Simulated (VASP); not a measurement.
# Cs4Mg3P4O16 (a cell with a defect) in VASP: notebook, part 2 of 2

VASP 6.6.1. The steps go on from the part before.

## (3) Single point, r2SCAN

POSCAR

```
Cs4Mg3P4O16
1.0
    8.9327000000      0.0000000000      0.0000000000
    0.0000000000      5.5277000000      0.0000000000
    0.0000000000      0.0000000000      9.6487000000
Cs Mg P O
4 3 4 16
Direct
    0.4810191767      0.2477341390      0.7085617752
    0.0365846832      0.7473994609      0.1992910962
    1.0118441233      0.2282504477      0.7946355468
    0.4808512544      0.7667565172      0.3036263953
    0.1592351697      0.7110371402      0.5888772581
    0.8164048944      0.3037248765      0.4186367075
    0.6828506499      0.7442516779      0.9201757750
    0.1854982256      0.1907665032      0.4308145139
    0.2950171841      0.7893337193      0.9197612114
    0.7259843049      0.2753948297      0.0706312768
    0.7881939391      0.7802521845      0.5867940759
    0.2444165818      0.2440074534      0.2864945537
    0.2198999183      0.7703927492      0.7713888918
    0.7753870610      0.3261392623      0.2179775514
    0.7383993641      0.8173381334      0.7317773379
    0.2413715898     -0.0507082512      0.4816503778
    0.2289677253      1.0115961431      0.9909106926
    0.8136061885      0.4587079617     -0.0267393535
    0.7138827006      0.5331150388      0.5311596381
    0.7412204597      0.9832841869      0.4947091318
    0.7720510036      0.0189952421      0.0253091090
    0.2430508133      0.5512961991      0.9926829521
    0.2517156067      0.3913562603      0.5340615834
    0.0133666193      0.1881614415      0.4180252262
    0.4669248939      0.8052535413      0.8926383865
    0.5629764797      0.3440309713      0.0468353250
    0.9612883003      0.7019013333      0.5813011079
```

INCAR.step1

```
SYSTEM = Cs4Mg3P4O16
  PREC = Accurate
  ENCUT = 520
  ISMEAR = -1
  SIGMA = 0.05
  LREAL = Auto
  LASPH = .True.
  NELM = 60
  NBANDS = 98
  GGA = PE
  ALGO = Normal
  EDIFF = 1E-4
  LWAVE = .True.
  LCHARG = .False.
```

INCAR.step2

```
SYSTEM = Cs4Mg3P4O16
  PREC = Accurate
  ENCUT = 520
  EDIFF = 1E-6
  ISMEAR = -1
  SIGMA = 0.05
  LREAL = Auto
  LASPH = .True.
  NELM = 60
  ALGO = Normal
  ISIF = 2
  LWAVE = .False.
  LCHARG = .False.
  METAGGA = R2SCAN
  LMIXTAU = .True.
  NBANDS = 98
  ISTART = 1
```

KPOINTS

```
regular mesh
0
Gamma
  1 2 1
  0 0 0
```

Potentials or basis: VASP PAW PBE potentials, release 64 (Cs_sv, Mg, P, O).

Command:

```console
> cat potpaw_PBE.64/Cs_sv/POTCAR potpaw_PBE.64/Mg/POTCAR potpaw_PBE.64/P/POTCAR potpaw_PBE.64/O/POTCAR > POTCAR
> cp INCAR.step1 INCAR
> mpirun -np 1 vasp_std > vasp.out
> cp INCAR.step2 INCAR
> mpirun -np 1 vasp_std > vasp.out
```

It took 7.7 min on 1 thread of Intel Xeon 6975P-C (Granite Rapids), shared host; peak memory 0.55 GiB.

The run converged. Its results:

| Property | Result |
| --- | --- |
| Free energy | -309.3457 eV |
| Pressure | -0.3 GPa |
| Largest force | 5.131 eV/Å |
| Band gap on the k mesh | zero (bands 79 and 80 overlap by 0.03 eV) |

Forces on the atoms (eV/Å):
```
Cs   0.458  0.017  0.442
Cs  -0.332 -0.057  0.037
Cs   0.087  0.009 -0.071
Cs   0.161 -0.235 -0.442
Mg   1.551 -1.358  0.373
Mg  -0.609 -0.804 -0.255
Mg   0.096  0.119  0.216
P    0.232  2.525 -0.199
P   -0.250 -1.178 -1.667
P    1.061  0.693 -1.368
P    1.547 -4.682 -1.418
O    0.383  0.106 -0.050
O    0.813  0.199  1.272
O   -0.043 -0.061  1.315
O   -0.176  0.536  1.590
O    0.642 -0.137 -0.087
O    0.574 -0.694  0.078
O   -0.943  0.116  0.547
O    0.097  1.594  0.203
O    0.016  1.368 -0.838
O   -0.661 -0.206  0.225
O    0.714  1.430 -0.253
O   -1.768 -0.573 -1.171
O    1.253  0.326  0.764
O   -1.057 -0.353  0.872
O   -0.045  0.001  0.007
O   -3.797  1.299 -0.121
```

Stress tensor (GPa, compression positive):
```
-0.04 -0.26 -0.94
-0.26 -2.17 -1.35
-0.94 -1.35  1.41
```

Levels at points of the mesh, in eV from the Fermi level:
| k point | band 76 | band 77 | band 78 | band 79 | band 80 | band 81 | band 82 | band 83 |
| --- | --- | --- | --- | --- | --- | --- | --- | --- |
| (0.00, 0.00, 0.00) | -0.20 | -0.11 | -0.08 | 0.00 | 0.04 | 5.37 | 6.78 | 6.84 |
| (0.00, 0.50, 0.00) | -0.25 | -0.19 | -0.16 | -0.10 | -0.03 | 6.85 | 7.05 | 7.27 |

Caveat: the k points lie up to 0.70 Å⁻¹ apart; the PAW data sets were made with another functional, which shifts forces and pressure a little; spin-orbit coupling is left out, which moves the levels of the heavy elements.

## (4) Single point, r2SCAN

POSCAR

```
Cs4Mg3P4O16
1.0
    8.9327000000      0.0000000000      0.0000000000
    0.0000000000      5.5277000000      0.0000000000
    0.0000000000      0.0000000000      9.6487000000
Cs Mg P O
4 3 4 16
Direct
    0.5029946153      0.2655715759      0.7182832920
    0.0521119035      0.7699043002      0.2056131914
    1.0177102108      0.2282685385      0.8106791589
    0.4665554648      0.7653997142      0.2966928187
    0.1565036327      0.7081426271      0.5873433727
    0.7923808031      0.2520939993      0.4177039394
    0.6908773383      0.7394033685      0.9329754267
    0.1957526840      0.2219729725      0.4235700146
    0.3101749751      0.7869457460      0.9117912258
    0.7237789246      0.2944262532      0.0638946179
    0.7759132177      0.7597554136      0.5722532569
    0.2709147290      0.2093094777      0.2867847482
    0.2406215366      0.7754943286      0.7635847316
    0.7641810427      0.3162436456      0.2179775514
    0.7621995589      0.8064294372      0.7323266347
    0.2263817211     -0.0250375382      0.4905013111
    0.2713849116      0.9990411925      1.0106853773
    0.8284281348      0.4697252022     -0.0087783847
    0.6952657091      0.5398086003      0.5252624706
    0.7159089637      0.9737684751      0.4919937401
    0.7352648136      0.0348607920      0.0133282204
    0.2658994481      0.5619154440      0.9943308425
    0.2534508043      0.4084881596      0.5261330542
    0.0245726376      0.2727354958      0.4179941339
    0.4807505010      0.8035349241      0.8842020169
    0.5647900411      0.4177506015      0.0292267352
    0.9481791620      0.7531161242      0.5591737747
```

INCAR.step1

```
SYSTEM = Cs4Mg3P4O16
PREC = Accurate
ENCUT = 520
ISMEAR = -1
SIGMA = 0.05
LREAL = Auto
LASPH = .TRUE.
NELM = 60
NBANDS = 98
GGA = PE
ALGO = Normal
EDIFF = 1E-4
LWAVE = .TRUE.
LCHARG = .FALSE.
```

INCAR.step2

```
SYSTEM = Cs4Mg3P4O16
PREC = Accurate
ENCUT = 520
EDIFF = 1E-6
ISMEAR = -1
SIGMA = 0.05
LREAL = Auto
LASPH = .TRUE.
NELM = 60
ALGO = Normal
ISIF = 2
LWAVE = .FALSE.
LCHARG = .FALSE.
METAGGA = R2SCAN
LMIXTAU = .TRUE.
NBANDS = 98
ISTART = 1
```

KPOINTS

```
regular mesh
0
G
  1 2 1
  0 0 0
```

Command:

```console
> cat potpaw_PBE.64/Cs_sv/POTCAR potpaw_PBE.64/Mg/POTCAR potpaw_PBE.64/P/POTCAR potpaw_PBE.64/O/POTCAR > POTCAR
> cp INCAR.step1 INCAR
> mpirun -np 1 vasp_std > vasp.out
> cp INCAR.step2 INCAR
> mpirun -np 1 vasp_std > vasp.out
```

It took 6.9 min on 1 thread of Intel Xeon 6975P-C (Granite Rapids), shared host; peak memory 0.55 GiB.

It converged, with:

- Free energy: -309.3102 eV
- Pressure: 0.5 GPa
- Largest force: 4.211 eV/Å
- Band gap on the k mesh: zero (bands 79 and 80 overlap by 0.02 eV)

Forces in eV/Å, atoms in the order of the input:
```
Cs  -0.200 -0.109  0.220
Cs  -0.468 -0.193  0.038
Cs   0.353 -0.176 -0.317
Cs   0.171 -0.272 -0.396
Mg   0.049 -0.419 -0.014
Mg   1.259  1.733 -0.861
Mg  -0.636 -0.622 -1.187
P   -1.778 -0.667  1.369
P    1.199 -0.099 -0.140
P   -2.292  1.004  1.184
P    2.256  1.546  3.202
O    0.383  0.851 -1.214
O   -0.290  0.416  1.581
O   -0.559 -0.639  0.696
O   -0.929 -0.436 -0.359
O    0.239 -0.154 -0.098
O   -0.531 -0.617 -1.482
O    0.823  0.862 -1.045
O   -0.069 -2.517 -1.089
O   -0.764  0.291 -0.227
O    0.577  0.792  0.515
O   -0.272  0.057 -0.231
O    0.665  1.520  0.413
O   -0.507 -0.380 -0.508
O   -0.486 -0.218  0.093
O    2.266 -0.940  0.509
O   -0.463 -0.615 -0.652
```

Stress tensor (GPa, compression positive):
```
-0.52  1.35 -1.25
 1.35  1.85 -1.18
-1.25 -1.18  0.08
```

Levels at points of the mesh, in eV from the Fermi level:
```tsv
k point	band 76	band 77	band 78	band 79	band 80	band 81	band 82	band 83
(0.00, 0.00, 0.00)	-0.26	-0.20	-0.07	-0.01	0.05	5.12	6.40	6.62
(0.00, 0.50, 0.00)	-0.32	-0.26	-0.15	-0.07	-0.03	6.56	6.69	6.86
```

Caveat: the k points lie up to 0.70 Å⁻¹ apart; the PAW data sets were made with another functional, which shifts forces and pressure a little; spin-orbit coupling is left out, which moves the levels of the heavy elements.

## (5) Overview

```tsv
cell	gap on the mesh (eV)	pressure (GPa)	largest force (eV/Å)
as given, atomic positions A	0.01	-0.7	5.12
as given, atomic positions B	none	-0.3	5.13
as given, atomic positions C	none	0.5	4.21
```

Alike in all rows: task single point; level r2SCAN; potentials or basis VASP PAW PBE potentials, release 64 (Cs_sv, Mg, P, O); no spin polarisation; k mesh 1 × 2 × 1; cutoff (eV) 520; smearing fermi-dirac 0.05 eV.

Caveats: all runs use coarse meshes; the PAW data sets were made with another functional, which shifts forces and pressure a little; spin-orbit coupling is left out, which moves the levels of the heavy elements; the smearing spreads over this small gap (at least some runs); semilocal functionals underestimate gaps, and a narrow one can read as zero (at least some runs).

Total energies depend on the potentials used, so only differences within one code and one set of settings carry meaning.
